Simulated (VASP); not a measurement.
Write the native input for VASP 6.6.1 that does the following.

```
Task                   : single point
Functional             : PBE
Potentials or basis    : VASP PAW PBE potentials, release 64 (Ni, Ru_pv)
Cutoff                 : 520 eV
k mesh                 : 6 × 6 × 6
Occupations            : gaussian, width 0.1 eV
Spin                   : no spin polarisation
Dipole correction      : no
Further INCAR settings : ALGO = Normal; EDIFF = 1e-06; NBANDS = 24
```

The structure of Ni2Ru lies in POSCAR:

```
Ni2Ru
1.0
    0.0000000000      2.7911277594      2.7911277594
    2.7911277594      0.0000000000      2.7911277594
    2.7911277594      2.7911277594      0.0000000000
Ni Ru
2 1
Direct
    0.2500000000      0.2500000000      0.2500000000
    0.7500000000      0.7500000000      0.7500000000
    0.0000000000      0.0000000000      0.0000000000
```

These files were run (other wordings do the same):

INCAR

```
SYSTEM = Ni2Ru
PREC = Accurate ; ENCUT = 520
EDIFF = 1E-6 ; ISMEAR = 0
SIGMA = 0.1 ; LREAL = .False.
LASPH = .True. ; NELM = 80
ALGO = Normal ; ISIF = 2
LWAVE = .False. ; LCHARG = .True.
GGA = PE ; LELF = .True.
LVHAR = .True. ; NBANDS = 24
```

KPOINTS

```
Automatic mesh
0
Gamma
  6 6 6
  0 0 0
```

Potentials or basis: VASP PAW PBE potentials, release 64 (Ni, Ru_pv).

Launch:

```console
$ cat potpaw_PBE.64/Ni/POTCAR potpaw_PBE.64/Ru_pv/POTCAR > POTCAR
$ mpirun -np 1 vasp_std > vasp.out
```

Results of the run:

The pressure is -0.2 GPa and the band gap on the k mesh is zero (band 17 reaches 8.40 eV, above the bottom of band 18 at 7.45 eV).

Wall time 14 s on 1 thread of Intel(R) Xeon(R) 6975P-C (Granite Rapids), on a shared host, peak memory 0.16 GiB.
